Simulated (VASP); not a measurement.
# HfC (I-4m2) in VASP: further runs

HfC is run at these levels: PBE; tasks: single point, relaxation of cell and atoms.

Program: VASP 6.6.1. These are calculated values, not measurements. Logs are shortened: lines on timing, memory, paths and dates and some standing lists are left out, and cuts for length are marked.

### 1 The cell of the first run

The structure is tetragonal, space group I-4m2 (No. 119). The conventional cell has a = 4.020 Å, b = 4.020 Å, c = 3.574 Å, α = 90.00°, β = 90.00°, γ = 90.00°. Within 2.9 Å of Hf (site symmetry -4m2) lie 4 C at 2.20 Å. C (site symmetry -4m2) has 4 Hf at 2.20 Å within 2.9 Å.

### 2 Single point, PBE

Contents of INCAR:

```
SYSTEM = HfC
ALGO = Normal
EDIFF = 1E-6
ENCUT = 520
GGA = PE
ISIF = 2
ISMEAR = 0
LASPH = .TRUE.
LCHARG = .TRUE.
LELF = .TRUE.
LREAL = .FALSE.
LVHAR = .TRUE.
LWAVE = .FALSE.
NBANDS = 14
NELM = 100
PREC = Accurate
SIGMA = 0.1
```

Contents of KPOINTS:

```
k-points
0
G
  8 8 8
  0 0 0
```

Contents of POSCAR:

```
HfC
1.0
   -2.0099525752      2.0099525752      1.7867811792
    2.0099525752     -2.0099525752      1.7867811792
    2.0099525752      2.0099525752     -1.7867811792
Hf C
1 1
Direct
    0.2500000000      0.7500000000      0.5000000000
    0.0000000000      0.0000000000      0.0000000000
```

Potentials or basis: VASP PAW PBE potentials, release 64 (Hf_pv, C).

The run is started by

```
$ cat potpaw_PBE.64/Hf_pv/POTCAR potpaw_PBE.64/C/POTCAR > POTCAR
$ mpirun -np 1 vasp_std > vasp.out
```

OUTCAR:

```text
SYSTEM = HfC
   EDIFF = 1E-6
   ENCUT = 520
   GGA = PE
   ISIF = 2
   ISMEAR = 0
   LASPH = .TRUE.
   LREAL = .FALSE.
   NELM = 100
   PREC = Accurate

 ion  position               nearest neighbor table
   1  0.250  0.750  0.500-   2 2.20   2 2.20   2 2.20   2 2.20
   2  0.000  0.000  0.000-   1 2.20   1 2.20   1 2.20   1 2.20

  LATTYP: Found a body centered tetragonal cell.
 ALAT       =     4.0199051504
 C/A-ratio  =     0.8889668350

  Lattice vectors:

 A1 = (  -2.0099525752,   2.0099525752,   1.7867811792)
 A2 = (   2.0099525752,  -2.0099525752,   1.7867811792)
 A3 = (   2.0099525752,   2.0099525752,  -1.7867811792)

Analysis of symmetry for initial positions (statically):
=====================================================================
 Subroutine PRICEL returns:
 Original cell was already a primitive cell.

 Routine SETGRP: Setting up the symmetry group for a
 body centered tetragonal supercell.

 Subroutine GETGRP returns: Found  8 space group operations
 (whereof  8 operations were pure point group operations)
 out of a pool of 16 trial point group operations.

The static configuration has the point symmetry D_2d.

Analysis of symmetry for dynamics (positions and initial velocities):
=====================================================================
 Subroutine PRICEL returns:
 Original cell was already a primitive cell.

 Routine SETGRP: Setting up the symmetry group for a
 body centered tetragonal supercell.

 Subroutine GETGRP returns: Found  8 space group operations
 (whereof  8 operations were pure point group operations)
 out of a pool of 16 trial point group operations.

The dynamic configuration has the point symmetry D_2d.

 Subroutine INISYM returns: Found  8 space group operations
 (whereof  8 operations are pure point group operations),
 and found     1 'primitive' translations

----------------------------------------------------------------------------------------

                                     Primitive cell

  volume of cell :      28.8737

  direct lattice vectors                    reciprocal lattice vectors
    -2.009952575  2.009952575  1.786781179     0.000000000  0.248762088  0.279832811
     2.009952575 -2.009952575  1.786781179     0.248762088  0.000000000  0.279832811
     2.009952575  2.009952575 -1.786781179     0.248762088  0.248762088  0.000000000

  length of vectors
     3.357440348  3.357440348  3.357440348     0.374418187  0.374418187  0.351802719

  position of ions in fractional coordinates (direct lattice)
     0.250000000  0.750000000  0.500000000
     0.000000000  0.000000000  0.000000000

[... 83 lines left out ...]
   ISYM   =      2    0-nonsym 1-usesym 2-fastsym
   POTIM  = 0.5000    time-step for ionic-motion
   TEBEG  =    0.0;   TEEND  =   0.0 temperature during run
   PSTRESS=    0.0 pullay stress
   NELECT =      14.0000    total number of electrons
   NUPDOWN=      -1.0000    fix difference up-down
   EMIN   =  10.00;   EMAX   =-10.00  energy-range for DOS
   EFERMI =   0.00;   METHOD = LEGACY
   ISMEAR =     0;   SIGMA  =   0.10  broadening in eV -4-tet -1-fermi 0-gaus
   EFERMI_NEDOS =   21; number of points for ismear=-14 and -15
   IALGO  =     38    algorithm
   IMIX   =      4    mixing-type and parameters
     AMIX     =   0.40;   BMIX     =  1.00
     AMIX_MAG =   1.60;   BMIX_MAG =  1.00
  volume/ion in A,a.u.               =      14.44        97.42
  Fermi-wavevector in a.u.,A,eV,Ry     =   1.286125  2.430424 22.505635  1.654118
  Thomas-Fermi vector in A             =   2.418218
   LORBIT       =      0    0 simple, 1 ext, 2 COOP (PROOUT), +10 PAW based schemes
   GGA     = PE    functional components
   LHFCALC =     F    Hartree Fock is set to
   AEXX    =    0.0000 exact exchange contribution
   IVDW    =     0    specifies the selected vdW correction
   LEPSILON=     F    determine dielectric tensor
   LRPA    =     F    only Hartree local field effects (RPA)
 non-spin polarized calculation
 Gauss-broadening in eV      SIGMA  =   0.10
  energy-cutoff  :      520.00
  volume of cell :       28.87
 maximum number of plane-waves:       794
 NGX is ok and might be reduce to    28
   NGX = 13   NGY = 13   NGZ = 13

 number of electron      13.9999999 magnetization

 Free energy of the ion-electron system (eV)
  ---------------------------------------------------
  ext. energy  EPLUGINS =         0.00000000
  ---------------------------------------------------
  free energy    TOTEN  =       -19.78081175 eV

  energy without entropy =      -19.78039854  energy(sigma->0) =      -19.78060515

 E-fermi :   5.3695     XC(G=0): -11.4548

 val. band max:        5.2751322027   @ k =   0.5000   0.5000   0.0000
 cond. band min:       5.4751755130   @ k =  -0.2500   0.2500   0.0000
 fundamental gap:      0.2000433103
 Fermi energy:         5.3694964101

 k-point     1 :       0.0000    0.0000    0.0000
  band No.  band energies     occupation
      1     -25.2116      2.00000
      2     -25.0422      2.00000
      3     -25.0422      2.00000
      4      -6.6566      2.00000
      5       3.1262      2.00000
      6       3.1262      2.00000
      7       3.8606      2.00000
      8       5.5189      0.03462
      9       6.4327      0.00000
     10      10.9916      0.00000
     11      10.9916      0.00000
     12      11.0035      0.00000
     13      14.2196      0.00000
     14      18.1772      0.00000
[... 377 lines left out ...]
      1     -25.5240      2.00000
      2     -25.2250      2.00000
      3     -25.1625      2.00000
      4      -4.1482      2.00000
      5       1.2340      2.00000
      6       1.6382      2.00000
      7       3.9768      2.00000
      8       7.2027      0.00000
      9       8.6537      0.00000
     10      10.2110      0.00000
     11      10.4249      0.00000
     12      12.1918      0.00000
     13      15.4376      0.00000
     14      16.3119      0.00000

 [... further k-points ...]
[... 5 lines left out ...]
  --------------------------------------------------------------------------------------
  -------------------------------------------------------------------------------------
  Total       -0.1189447     -0.1189447     -0.0989515      0.0000000     -0.0000000      0.0000000
  in kB       -6.6001309     -6.6001309     -5.4907265      0.0000000     -0.0000000      0.0000000
  external PRESSURE =      -6.2303294 kB  Pullay stress =       0.0000000 kB

 VOLUME and BASIS-vectors are now :
 -----------------------------------------------------------------------------
  energy-cutoff  :      520.00
  volume of cell :       28.87
      direct lattice vectors                 reciprocal lattice vectors
    -2.009952575  2.009952575  1.786781179     0.000000000  0.248762088  0.279832811
     2.009952575 -2.009952575  1.786781179     0.248762088  0.000000000  0.279832811
     2.009952575  2.009952575 -1.786781179     0.248762088  0.248762088  0.000000000

 POSITION                                       TOTAL-FORCE (eV/Angst)
 -----------------------------------------------------------------------------------
      2.00995      0.00000      0.89339         0.000000     -0.000000     -0.000000
      0.00000      0.00000      0.00000        -0.000000      0.000000      0.000000
 -----------------------------------------------------------------------------------
    total drift:                               -0.000000      0.000000      0.000000

  FREE ENERGIE OF THE ION-ELECTRON SYSTEM (eV)
  ---------------------------------------------------
  free  energy   TOTEN  =       -19.7808117511 eV

  energy  without entropy=      -19.7803985400  energy(sigma->0) =      -19.78060515
```

OSZICAR:

```text
N       E                     dE             d eps       ncg     rms          rms(c)
DAV:   1     0.250136447177E+02    0.25014E+02   -0.75188E+03  1652   0.961E+02
DAV:   2    -0.221170846099E+02   -0.47131E+02   -0.43894E+02  2100   0.199E+02
DAV:   3    -0.237987568809E+02   -0.16817E+01   -0.16739E+01  2066   0.278E+01
DAV:   4    -0.238087622600E+02   -0.10005E-01   -0.10005E-01  1994   0.262E+00
DAV:   5    -0.238088528970E+02   -0.90637E-04   -0.90635E-04  2102   0.223E-01    0.518E+01
DAV:   6    -0.198305632884E+02    0.39783E+01   -0.12443E+01  1820   0.201E+01    0.351E+01
DAV:   7    -0.197988000151E+02    0.31763E-01   -0.68797E-01  1922   0.563E+00    0.229E+01
DAV:   8    -0.197904859943E+02    0.83140E-02   -0.89757E-02  2060   0.231E+00    0.738E+00
DAV:   9    -0.197809565082E+02    0.95295E-02   -0.27818E-02  1856   0.976E-01    0.148E+00
DAV:  10    -0.197807981859E+02    0.15832E-03   -0.12589E-03  2162   0.264E-01    0.231E-01
DAV:  11    -0.197808121967E+02   -0.14011E-04   -0.66782E-05  1904   0.693E-02    0.167E-02
DAV:  12    -0.197808117511E+02    0.44566E-06   -0.37678E-06  2120   0.169E-02
   1 F= -.19780812E+02 E0= -.19780605E+02  d E =-.413211E-03
```

Run time: 13 s. Hardware: 1 thread of Intel Xeon 6975P-C (Granite Rapids), shared host; peak memory 0.17 GiB.

Results:

```yaml
Free_energy: -19.7808 eV
Pressure: -0.6 GPa
Band_gap_on_the_k_mesh: 0.20 eV, indirect (least direct gap 0.22 eV)
```

Stress tensor (GPa, compression positive):
```
-0.66  0.00  0.00
 0.00 -0.66  0.00
 0.00  0.00 -0.55
```

Caveat: spin-orbit coupling is left out, which moves the levels of the heavy elements.

### 3 Single point, PBE

This run uses another cell than the first one, of 15.74 Å³/atom, 1.091 times its volume.

Contents of INCAR:

```
  PREC = Accurate
  ENCUT = 520
  EDIFF = 1E-6
  ISMEAR = 0
  SIGMA = 0.1
  LREAL = False
  LASPH = True
  NELM = 80
  ALGO = Normal
  ISIF = 2
  LWAVE = False
  LCHARG = False
  GGA = PE
  NBANDS = 14
```

Contents of KPOINTS:

```
Automatic mesh
0
Gamma
  8 8 8
```

Contents of POSCAR:

```
HfC
1.0
   -2.4340292600      2.4340292600      1.3287084200
    2.4340292600     -2.4340292600      1.3287084200
    2.4340292600      2.4340292600     -1.3287084200
Hf C
1 1
Direct
    0.2500000000      0.7500000000      0.5000000000
    0.0000000000      0.0000000000      0.0000000000
```

Potentials or basis: VASP PAW PBE potentials, release 64 (Hf_pv, C).

The run is started by

```
$ cat potpaw_PBE.64/Hf_pv/POTCAR potpaw_PBE.64/C/POTCAR > POTCAR
$ mpirun -np 1 vasp_std > vasp.out
```

It took 11 s on 1 thread of Intel Xeon 6975P-C (Granite Rapids), shared host; peak memory 0.17 GiB.

Results (log left out):

* Free energy: -17.8323 eV
* Pressure: -24.9 GPa
* Band gap on the k mesh: zero (band 7 reaches 4.61 eV, above the bottom of band 8 at 3.95 eV)

Stress tensor (GPa, compression positive):
```
-48.17   0.00   0.00
  0.00 -48.17   0.00
  0.00   0.00  21.54
```

Levels at points of the mesh, in eV from the Fermi level:
```tsv
k point	band 4	band 5	band 6	band 7	band 8	band 9	band 10	band 11
(0.00, 0.00, 0.00)	-11.56	-2.25	-1.15	-0.67	-0.67	2.04	4.01	4.50
(0.50, 0.00, 0.00)	-8.30	-3.89	-2.87	-1.39	1.14	2.53	3.65	4.09
(0.50, 0.50, 0.00)	-9.85	-5.91	-2.61	-1.79	3.28	3.65	4.65	6.12
(0.50, 0.50, 0.50)	-10.21	-2.98	-2.87	-2.87	2.99	4.49	5.35	5.67
```

Caveat: spin-orbit coupling is left out, which moves the levels of the heavy elements.

### 4 Relaxation of cell and atoms, PBE

This run uses another cell than the first one, of 15.74 Å³/atom, 1.091 times its volume.

Contents of INCAR:

```
SYSTEM = HfC
ALGO = Normal
EDIFF = 1E-6
EDIFFG = -0.04
ENCUT = 600
GGA = PE
IBRION = 2
ISIF = 3
ISMEAR = 0
LASPH = .TRUE.
LCHARG = .FALSE.
LREAL = .FALSE.
LWAVE = .FALSE.
NELM = 60
NSW = 90
PREC = Accurate
SIGMA = 0.1
```

Contents of KPOINTS:

```
k-points
0
G
  8 8 8
  0 0 0
```

POSCAR is that of step 3.

Potentials or basis: VASP PAW PBE potentials, release 64 (Hf_pv, C).

The run is started by

```
$ cat potpaw_PBE.64/Hf_pv/POTCAR potpaw_PBE.64/C/POTCAR > POTCAR
$ mpirun -np 1 vasp_std > vasp.out
```

OUTCAR:

```text
SYSTEM = HfC
   EDIFF = 1E-6
   EDIFFG = -0.04
   ENCUT = 600
   GGA = PE
   IBRION = 2
   ISIF = 3
   ISMEAR = 0
   LASPH = .TRUE.
   LREAL = .FALSE.
   NELM = 60
   NSW = 90
   PREC = Accurate

 ion  position               nearest neighbor table
   1  0.250  0.750  0.500-   2 2.52   2 2.52   2 2.52   2 2.52
   2  0.000  0.000  0.000-   1 2.52   1 2.52   1 2.52   1 2.52

  LATTYP: Found a body centered tetragonal cell.
 ALAT       =     4.8680585200
 C/A-ratio  =     0.5458884336

  Lattice vectors:

 A1 = (  -2.4340292600,   2.4340292600,   1.3287084200)
 A2 = (   2.4340292600,  -2.4340292600,   1.3287084200)
 A3 = (   2.4340292600,   2.4340292600,  -1.3287084200)

Analysis of symmetry for initial positions (statically):
=====================================================================
 Subroutine PRICEL returns:
 Original cell was already a primitive cell.

 Routine SETGRP: Setting up the symmetry group for a
 body centered tetragonal supercell.

 Subroutine GETGRP returns: Found  8 space group operations
 (whereof  8 operations were pure point group operations)
 out of a pool of 16 trial point group operations.

The static configuration has the point symmetry D_2d.

Analysis of symmetry for dynamics (positions and initial velocities):
=====================================================================
[... 272 lines left out ...]
------------------------ aborting loop because EDIFF is reached ----------------------------------------
[... 67 lines left out ...]
--------------------------------------- Ionic step       11  -------------------------------------------

 number of electron      13.9999999 magnetization

 Free energy of the ion-electron system (eV)
  ---------------------------------------------------
  ext. energy  EPLUGINS =         0.00000000
  ---------------------------------------------------
  free energy    TOTEN  =       -19.77753554 eV

  energy without entropy =      -19.77675692  energy(sigma->0) =      -19.77714623

 E-fermi :   5.5379     XC(G=0): -11.5383

 val. band max:        5.5106006473   @ k =   0.0000   0.0000   0.0000
 cond. band min:       5.6310283444   @ k =  -0.2500   0.2500   0.0000
 fundamental gap:      0.1204276971
 Fermi energy:         5.5378897641

 k-point     1 :       0.0000    0.0000    0.0000
  band No.  band energies     occupation
      1     -25.0568      2.00000
      2     -24.8934      2.00000
      3     -24.8934      2.00000
      4      -6.6154      2.00000
      5       3.3418      2.00000
      6       3.3418      2.00000
      7       4.1028      2.00000
      8       5.5106      1.30045
      9       6.4143      0.00000
     10      11.0287      0.00000
     11      11.0287      0.00000
[... 309 lines left out ...]
 k-point    24 :       0.3750    0.1250    0.1250
  band No.  band energies     occupation
      1     -25.3985      2.00000
      2     -25.0821      2.00000
      3     -25.0179      2.00000
      4      -4.0356      2.00000
      5       1.2727      2.00000
      6       1.7362      2.00000
      7       4.0698      2.00000
      8       7.2975      0.00000
      9       8.8892      0.00000
     10      10.4656      0.00000
     11      10.6085      0.00000

 [... further k-points ...]
[... 5 lines left out ...]
  --------------------------------------------------------------------------------------
  -------------------------------------------------------------------------------------
  Total        0.0542906      0.0542906      0.0445550      0.0000000      0.0000000      0.0000000
  in kB        3.0582868      3.0582868      2.5098639      0.0000000      0.0000000      0.0000000
  external PRESSURE =       2.8754792 kB  Pullay stress =       0.0000000 kB
[... 17 lines left out ...]
  FREE ENERGIE OF THE ION-ELECTRON SYSTEM (eV)
  ---------------------------------------------------
  free  energy   TOTEN  =       -19.7775355418 eV

  energy  without entropy=      -19.7767569235  energy(sigma->0) =      -19.77714623

 reached required accuracy - stopping structural energy minimisation
```

CONTCAR:

```text
HfC
   1.00000000000000
    -2.0150822786543481    2.0150822786543481    1.7511015436435842
     2.0150822786543481   -2.0150822786543481    1.7511015436435842
     2.0150822786543481    2.0150822786543481   -1.7511015436435842
  Hf              C
     1     1
Direct
     0.2500000000000000    0.7500000000000000    0.5000000000000000
     0.0000000000000000    0.0000000000000000    0.0000000000000000

  0.00000000E+00  0.00000000E+00  0.00000000E+00
  0.00000000E+00  0.00000000E+00  0.00000000E+00
```

Run time: 95 s. Hardware: 1 thread of Intel Xeon 6975P-C (Granite Rapids), shared host; peak memory 0.2 GiB.

Results:

```yaml
Free_energy: -19.7775 eV
Relaxed_volume: 14.22 Å³/atom
Relaxed_cell: a = 3.345 Å, b = 3.345 Å, c = 3.345 Å, α = 105.91°, β = 105.91°, γ = 116.86°
Space_group_after_relaxing_to_0.05_Å: I-4m2 (No. 119)
Energy_gained_by_relaxing: 972.5 meV/atom
Ionic_steps: 11
Pressure_after_relaxing: 0.3 GPa
```

The path:
```tsv
step	energy change (eV)	largest force (eV/Å)	pressure (GPa)	volume (Å³)
1	0.0000	0.0000	-24.96	31.49
2	-0.3408	0.0000	93.86	20.65
3	-1.6650	0.0000	6.21	25.25
4	-1.6720	0.0000	9.82	24.92
5	-1.6716	0.0000	11.31	24.79
6	-1.8385	0.0000	-2.78	27.07
7	-1.8452	0.0000	-8.04	28.31
8	-1.9397	0.0000	1.23	27.93
9	-1.9402	0.0000	2.02	27.89
10	-1.9401	0.0000	2.30	27.88
11	-1.9450	0.0000	0.29	28.44
```

Final structure:
```
Hf C
1.0
    -2.01508    2.01508    1.75110
     2.01508   -2.01508    1.75110
     2.01508    2.01508   -1.75110
Hf C
1 1
Direct
  0.25000 0.75000 0.50000
  0.00000 0.00000 0.00000
```

Caveat: spin-orbit coupling is left out, which moves the levels of the heavy elements.

### 5 Single point, PBE

Contents of INCAR:

```
SYSTEM = HfC
PREC     = Accurate       ! precision mode
ENCUT    = 520            ! plane-wave cutoff, eV
EDIFF    = 1E-7           ! SCF threshold, eV
ISMEAR   = 0              ! smearing method
SIGMA    = 0.01           ! smearing width, eV
LREAL    = .False.        ! projectors in reciprocal space
LASPH    = .True.         ! aspherical terms in the spheres
NELM     = 80             ! most SCF steps
ALGO     = Normal         ! electronic algorithm
ISIF     = 2              ! what is computed and relaxed
LWAVE    = .False.        ! write WAVECAR
LCHARG   = .False.        ! write CHGCAR
GGA      = PE             ! functional
NBANDS   = 14             ! bands
```

Contents of KPOINTS:

```
regular mesh
0
Gamma
  14 14 14
  0 0 0
```

Contents of POSCAR:

```
HfC
1.0
   -2.0107185852      2.0107185852      1.7860836986
    2.0107185852     -2.0107185852      1.7860836986
    2.0107185852      2.0107185852     -1.7860836986
Hf C
1 1
Direct
    0.2500000000      0.7500000000      0.5000000000
    0.0000000000      0.0000000000      0.0000000000
```

The run is started by

```
$ cat potpaw_PBE.64/Hf_pv/POTCAR potpaw_PBE.64/C/POTCAR > POTCAR
$ mpirun -np 1 vasp_std > vasp.out
```

Run time: 49 s. Hardware: 1 thread of Intel Xeon 6975P-C (Granite Rapids), shared host; peak memory 0.24 GiB.

It converged, with:

```yaml
Free_energy: -19.7817 eV
Pressure: -0.7 GPa
Band_gap_on_the_k_mesh: 0.06 eV, direct
```

Levels at points of the mesh, in eV from the valence-band top:
```
           k point  band 5  band 6  band 7  band 8  band 9  band 10
(0.00, 0.00, 0.00)   -2.19   -2.19   -1.45    0.19    1.10     5.66
(0.50, 0.00, 0.00)   -4.21   -3.51   -1.79    3.63    3.85     3.96
(0.50, 0.50, 0.00)   -5.88   -1.77   -0.05    0.17    0.86     5.16
(0.50, 0.50, 0.50)   -4.19   -1.81   -1.81    3.17    3.46     4.79
```

Caveat: spin-orbit coupling is left out, which moves the levels of the heavy elements.

### 6 The runs side by side

| task | cell | k mesh | cutoff (eV) | smearing | gap on the mesh (eV) | pressure (GPa) |
| --- | --- | --- | --- | --- | --- | --- |
| single point | a = 3.357 Å, angles 106.5, 106.5, 115.7°, 2 atoms | 8 × 8 × 8 | 520 | gaussian 0.1 eV | 0.20 | -0.6 |
| single point | a = 3.690 Å, angles 97.5, 97.5, 137.8°, 2 atoms | 8 × 8 × 8 | 520 | gaussian 0.1 eV | none | -24.9 |
| relaxation of cell and atoms | relaxed from a = 3.690 Å, angles 97.5, 97.5, 137.8°, 2 atoms | 8 × 8 × 8 | 600 | gaussian 0.1 eV | - | 0.3 |
| single point | a = 3.358 Å, angles 106.4, 106.4, 115.7°, 2 atoms | 14 × 14 × 14 | 520 | gaussian 0.01 eV | 0.06 | -0.7 |

Alike in all rows: level PBE; potentials or basis VASP PAW PBE potentials, release 64 (Hf_pv, C); no spin polarisation.

Caveats: spin-orbit coupling is left out, which moves the levels of the heavy elements.

Absolute energies hang on the potentials; compare differences alone.
